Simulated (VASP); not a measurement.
Wanted: the native input for a VASP 6.6.1 run.

```
Task                   : relaxation of cell and atoms
Functional             : LDA
Potentials or basis    : VASP PAW LDA potentials, release 64 (Ti_sv, Hg)
Cutoff                 : 600 eV
k mesh                 : 14 × 14 × 10
Occupations            : fermi-dirac, width 0.15 eV
Spin                   : no spin polarisation
Dipole correction      : no
Further INCAR settings : ALGO = Fast; EDIFF = 1e-07; IBRION = 2; EDIFFG = -0.001; NSW = 80; ISIF = 3
```

The structure of TiHg lies in POSCAR:

```
TiHg
1.0
    2.9286546350      0.0000000000      0.0000000000
    0.0000000000      2.9286546350      0.0000000000
    0.0000000000      0.0000000000      4.0258925852
Ti Hg
1 1
Direct
    0.5000000000      0.5000000000      0.5000000000
    0.0000000000      0.0000000000      0.0000000000
```

These files were run (other wordings do the same):

INCAR

```
SYSTEM = TiHg
PREC = Accurate ; ENCUT = 600
EDIFF = 1E-7 ; ISMEAR = -1
SIGMA = 0.15 ; LREAL = .FALSE.
LASPH = .TRUE. ; NELM = 100
ALGO = Fast ; ISIF = 3
LWAVE = .FALSE. ; LCHARG = .FALSE.
GGA = CA ; IBRION = 2
NSW = 80 ; EDIFFG = -0.001
```

KPOINTS

```
Automatic mesh
0
G
  14 14 10
  0 0 0
```

Potentials or basis: VASP PAW LDA potentials, release 64 (Ti_sv, Hg).

Launch:

```bash
$ cat potpaw_LDA.64/Ti_sv/POTCAR potpaw_LDA.64/Hg/POTCAR > POTCAR
$ mpirun -np 1 vasp_std > vasp.out
```

Results of the run:

The relaxed volume is 17.48 Å³/atom and the relaxed cell is a = 2.953 Å, b = 2.953 Å, c = 4.009 Å, α = 90.00°, β = 90.00°, γ = 90.00°. The space group after relaxing (to 0.1 Å) is P4/mmm (No. 123). The energy gained by relaxing is 1.4 meV/atom, the ionic steps are 10 and the pressure after relaxing is 0.0 GPa. The band gap on the k mesh is zero (bands 12 and 13 overlap by 1.21 eV).

Caveat: spin-orbit coupling is left out, which moves the levels of the heavy elements.

Run time: 34 min on 1 thread of Oxide Virtual Turin-like Processor (shared host), peak memory 0.25 GiB.
